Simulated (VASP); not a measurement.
# Pb (Fm-3m) in VASP: single point with PBEsol

Aim: the single point of Pb with PBEsol.

Everything below comes from runs of VASP 6.6.1. Logs are shortened: lines on timing, memory, paths and dates and some standing lists are left out, and cuts for length are marked.

### Step 1. The cell of the first run

The structure is cubic, space group Fm-3m (No. 225). Conventional cell: a = 4.935 Å, b = 4.935 Å, c = 4.935 Å, α = 90.00°, β = 90.00°, γ = 90.00°. Within 4.6 Å of Pb (site symmetry m-3m) lie 12 Pb at 3.49 Å.

### Step 2. Single point, PBEsol

INCAR

```
SYSTEM = Pb
PREC = Accurate ; ENCUT = 520
EDIFF = 1E-6 ; ISMEAR = 0
SIGMA = 0.1 ; LREAL = .FALSE.
LASPH = .TRUE. ; NELM = 60
ALGO = Normal ; ISIF = 2
LWAVE = .FALSE. ; LCHARG = .FALSE.
GGA = PS ; NBANDS = 13
```

KPOINTS

```
Automatic mesh
0
G
  6 6 6
  0 0 0
```

POSCAR

```
Pb
1.0
    0.0000000000      2.4674785437      2.4674785437
    2.4674785437      0.0000000000      2.4674785437
    2.4674785437      2.4674785437      0.0000000000
Pb
1
Direct
    0.0000000000      0.0000000000      0.0000000000
```

Potentials or basis: VASP PAW PBE potentials, release 64 (Pb_d).

The run is started by

```
$ cat potpaw_PBE.64/Pb_d/POTCAR > POTCAR
$ mpirun -np 1 vasp_std > vasp.out
```

OUTCAR:

```text
SYSTEM = Pb
   PREC = Accurate
   ENCUT = 520
   EDIFF = 1E-6
   ISMEAR = 0
   LREAL = .FALSE.
   LASPH = .TRUE.
   NELM = 60
   ISIF = 2
   GGA = PS

 ion  position               nearest neighbor table
   1  0.000  0.000  0.000-

  LATTYP: Found a face centered cubic cell.
 ALAT       =     4.9349570874

  Lattice vectors:

 A1 = (   0.0000000000,   2.4674785437,   2.4674785437)
 A2 = (   2.4674785437,   0.0000000000,   2.4674785437)
 A3 = (   2.4674785437,   2.4674785437,   0.0000000000)

Analysis of symmetry for initial positions (statically):
=====================================================================
 Subroutine PRICEL returns:
 Original cell was already a primitive cell.

 Routine SETGRP: Setting up the symmetry group for a
 face centered cubic supercell.

 Subroutine GETGRP returns: Found 48 space group operations
 (whereof 48 operations were pure point group operations)
 out of a pool of 48 trial point group operations.

The static configuration has the point symmetry O_h .

Analysis of symmetry for dynamics (positions and initial velocities):
=====================================================================
 Subroutine PRICEL returns:
 Original cell was already a primitive cell.

 Routine SETGRP: Setting up the symmetry group for a
 face centered cubic supercell.

 Subroutine GETGRP returns: Found 48 space group operations
 (whereof 48 operations were pure point group operations)
 out of a pool of 48 trial point group operations.

The dynamic configuration has the point symmetry O_h .

 Subroutine INISYM returns: Found 48 space group operations
 (whereof 48 operations are pure point group operations),
 and found     1 'primitive' translations

----------------------------------------------------------------------------------------

                                     Primitive cell

  volume of cell :      30.0462

  direct lattice vectors                    reciprocal lattice vectors
     0.000000000  2.467478544  2.467478544    -0.202636007  0.202636007  0.202636007
     2.467478544  0.000000000  2.467478544     0.202636007 -0.202636007  0.202636007
     2.467478544  2.467478544  0.000000000     0.202636007  0.202636007 -0.202636007

  length of vectors
     3.489541621  3.489541621  3.489541621     0.350975860  0.350975860  0.350975860

  position of ions in fractional coordinates (direct lattice)
     0.000000000  0.000000000  0.000000000

  ion indices of the primitive-cell ions
   primitive index   ion index
                 1           1

----------------------------------------------------------------------------------------

 KPOINTS: Automatic mesh

Automatic generation of k-mesh.
 Grid dimensions read from file:
 generate k-points for:    6    6    6

 Generating k-lattice:

  Cartesian coordinates                     Fractional coordinates (reciprocal lattice)
    -0.033772668  0.033772668  0.033772668     0.166666667  0.000000000  0.000000000
     0.033772668 -0.033772668  0.033772668     0.000000000  0.166666667  0.000000000
     0.033772668  0.033772668 -0.033772668     0.000000000  0.000000000  0.166666667

  Length of vectors
     0.058495977  0.058495977  0.058495977

  Shift w.r.t. Gamma in fractional coordinates (k-lattice)
     0.000000000  0.000000000  0.000000000

 Subroutine IBZKPT returns following result:
 ===========================================

 Found     16 irreducible k-points:

 Following reciprocal coordinates:
            Coordinates               Weight
  0.000000  0.000000  0.000000      1.000000
  0.166667  0.000000  0.000000      8.000000
  0.333333  0.000000  0.000000      8.000000
  0.500000  0.000000  0.000000      4.000000
  0.166667  0.166667  0.000000      6.000000
  0.333333  0.166667  0.000000     24.000000
[... 8 lines left out ...]
 -0.333333  0.333333  0.166667     24.000000
 -0.333333  0.500000  0.166667     12.000000
   k-points           NKPTS =     16   k-points in BZ     NKDIM =     16   number of bands    NBANDS=     13
   number of dos      NEDOS =    301   number of ions     NIONS =      1
   total plane-waves  NPLWV =  21952
   dimension x,y,z NGX =    28 NGY =   28 NGZ =   28
   dimension x,y,z NGXF=    56 NGYF=   56 NGZF=   56
   ions per type =               1
   NGX,Y,Z   is equivalent  to a cutoff of  13.34, 13.34, 13.34 a.u.
   NGXF,Y,Z  is equivalent  to a cutoff of  26.68, 26.68, 26.68 a.u.
 SYSTEM =  Pb
   PREC   = accura    normal or accurate (medium, high low for compatibility)
   ISTART =      0    job   : 0-new  1-cont  2-samecut
   ICHARG =      2    charge: 1-file 2-atom 10-const
   ISPIN  =      1    spin polarized calculation?
   LNONCOLLINEAR =      F non collinear calculations
   LSORBIT =      F    spin-orbit coupling
   LASPH  =      T    aspherical Exc in radial PAW
   ENCUT  =  520.0 eV  38.22 Ry    6.18 a.u.   6.49  6.49  6.49*2*pi/ulx,y,z
   NELM   =     60;   NELMIN=  2; NELMDL= -5     # of ELM steps
   EDIFF  = 0.1E-05   stopping-criterion for ELM
   LREAL  =      F    real-space projection
   EDIFFG = 0.1E-04   stopping-criterion for IOM
   NSW    =      0    number of steps for IOM
   IBRION =     -1    ionic relax: 0-MD 1-quasi-New 2-CG
   NFREE  =      0    steps in history (QN), initial steepest desc. (CG)
   ISIF   =      2    stress and relaxation
   ISYM   =      2    0-nonsym 1-usesym 2-fastsym
   POTIM  = 0.5000    time-step for ionic-motion
   TEBEG  =    0.0;   TEEND  =   0.0 temperature during run
   PSTRESS=    0.0 pullay stress
   NELECT =      14.0000    total number of electrons
   NUPDOWN=      -1.0000    fix difference up-down
   EMIN   =  10.00;   EMAX   =-10.00  energy-range for DOS
   EFERMI =   0.00;   METHOD = LEGACY
   ISMEAR =     0;   SIGMA  =   0.10  broadening in eV -4-tet -1-fermi 0-gaus
   EFERMI_NEDOS =   21; number of points for ismear=-14 and -15
   IALGO  =     38    algorithm
   IMIX   =      4    mixing-type and parameters
     AMIX     =   0.40;   BMIX     =  1.00
     AMIX_MAG =   1.60;   BMIX_MAG =  1.00
  volume/ion in A,a.u.               =      30.05       202.76
  Fermi-wavevector in a.u.,A,eV,Ry     =   1.269173  2.398389 21.916263  1.610800
  Thomas-Fermi vector in A             =   2.402228
   LORBIT       =      0    0 simple, 1 ext, 2 COOP (PROOUT), +10 PAW based schemes
   GGA     = PS    functional components
   LHFCALC =     F    Hartree Fock is set to
   AEXX    =    0.0000 exact exchange contribution
   IVDW    =     0    specifies the selected vdW correction
   LEPSILON=     F    determine dielectric tensor
   LRPA    =     F    only Hartree local field effects (RPA)
 non-spin polarized calculation
 Gauss-broadening in eV      SIGMA  =   0.10
  energy-cutoff  :      520.00
  volume of cell :       30.05
 maximum number of plane-waves:       869
 NGX is ok and might be reduce to    28
   NGX = 13   NGY = 13   NGZ = 13

 number of electron      13.9999999 magnetization

 Free energy of the ion-electron system (eV)
  ---------------------------------------------------
  ext. energy  EPLUGINS =         0.00000000
  ---------------------------------------------------
  free energy    TOTEN  =        -3.89770873 eV

  energy without entropy =       -3.89275372  energy(sigma->0) =       -3.89523122

 E-fermi :   7.3437     XC(G=0): -10.3776

 val. band max:        7.2064504112   @ k =  -0.3333   0.3333   0.1667
 cond. band min:       7.4149465495   @ k =   0.3333   0.1667   0.0000
 fundamental gap:      0.2084961384
 Fermi energy:         7.3437226143

 k-point     1 :       0.0000    0.0000    0.0000
  band No.  band energies     occupation
      1      -9.7643      2.00000
      2      -9.7643      2.00000
      3      -9.7643      2.00000
      4      -9.6222      2.00000
      5      -9.6222      2.00000
      6      -4.6166      2.00000
      7      14.6963      0.00000
      8      14.6963      0.00000
      9      14.6963      0.00000
     10      16.9835      0.00000
     11      18.6474      0.00000
     12      19.7579      0.00000
     13      19.7579      0.00000

 k-point     2 :       0.1667    0.0000    0.0000
  band No.  band energies     occupation
      1      -9.7671      2.00000
      2      -9.7339      2.00000
      3      -9.7339      2.00000
      4      -9.6160      2.00000
      5      -9.6160      2.00000
      6      -4.0756      2.00000
      7      10.5412      0.00000
      8      14.1237      0.00000
      9      14.1237      0.00000
     10      16.4119      0.00000
     11      19.8490      0.00000
     12      20.4200      0.00000
     13      20.4252      0.00000

 k-point     3 :       0.3333    0.0000    0.0000
  band No.  band energies     occupation
      1      -9.7840      2.00000
      2      -9.7388      2.00000
      3      -9.7388      2.00000
      4      -9.5358      2.00000
      5      -9.5358      2.00000
      6      -2.4981      2.00000
      7       5.6585      2.00000
      8      13.2264      0.00000
      9      13.2264      0.00000
     10      16.1779      0.00000
     11      17.8115      0.00000
     12      18.9734      0.00000
     13      18.9734      0.00000
[... 177 lines left out ...]
 k-point    15 :      -0.3333    0.3333    0.1667
  band No.  band energies     occupation
      1      -9.7717      2.00000
      2      -9.7274      2.00000
      3      -9.6325      2.00000
      4      -9.5927      2.00000
      5      -9.4780      2.00000
      6       0.0645      2.00000
      7       4.5482      2.00000
      8       7.2065      1.94778
      9       9.2320      0.00000
     10      16.6455      0.00000
     11      18.6097      0.00000
     12      21.4795      0.00000
     13      21.5321      0.00000

 k-point    16 :      -0.3333    0.5000    0.1667
  band No.  band energies     occupation
      1      -9.8218      2.00000
      2      -9.7852      2.00000
      3      -9.5767      2.00000
      4      -9.5479      2.00000
      5      -9.4431      2.00000
      6       0.5852      2.00000
      7       4.7758      2.00000
      8       7.1253      1.99799
      9       7.7776      0.00000
     10      16.0528      0.00000
     11      16.9442      0.00000
     12      22.0929      0.00000
     13      22.4946      0.00000

------------------------ aborting loop because EDIFF is reached ----------------------------------------

  FORCE on cell =-STRESS in cart. coord.  units (eV):
  Direction    XX          YY          ZZ          XY          YZ          ZX
  --------------------------------------------------------------------------------------
  -------------------------------------------------------------------------------------
  Total        0.1462308      0.1462308      0.1462308     -0.0000000      0.0000000     -0.0000000
  in kB        7.7975690      7.7975690      7.7975690     -0.0000000      0.0000000     -0.0000000
  external PRESSURE =       7.7975690 kB  Pullay stress =       0.0000000 kB

 VOLUME and BASIS-vectors are now :
 -----------------------------------------------------------------------------
  energy-cutoff  :      520.00
  volume of cell :       30.05
      direct lattice vectors                 reciprocal lattice vectors
     0.000000000  2.467478544  2.467478544    -0.202636007  0.202636007  0.202636007
     2.467478544  0.000000000  2.467478544     0.202636007 -0.202636007  0.202636007
     2.467478544  2.467478544  0.000000000     0.202636007  0.202636007 -0.202636007

 POSITION                                       TOTAL-FORCE (eV/Angst)
 -----------------------------------------------------------------------------------
      0.00000      0.00000      0.00000        -0.000000     -0.000000     -0.000000
 -----------------------------------------------------------------------------------
    total drift:                               -0.000000     -0.000000     -0.000000

  FREE ENERGIE OF THE ION-ELECTRON SYSTEM (eV)
  ---------------------------------------------------
  free  energy   TOTEN  =        -3.8977087268 eV

  energy  without entropy=       -3.8927537192  energy(sigma->0) =       -3.89523122
```

Run time: 4.5 s. Hardware: 1 thread of Intel Xeon 6975P-C (Granite Rapids), shared host; peak memory 0.14 GiB.

Results:

```yaml
Free_energy: -3.8977 eV
Pressure: 0.8 GPa
Band_gap_on_the_k_mesh: zero (band 7 reaches 14.70 eV, above the bottom of band 8 at 5.64 eV)
```

Caveat: the k points lie up to 0.37 Å⁻¹ apart; the PAW data sets were made with another functional, which shifts forces and pressure a little; spin-orbit coupling is left out, which moves the levels of the heavy elements.
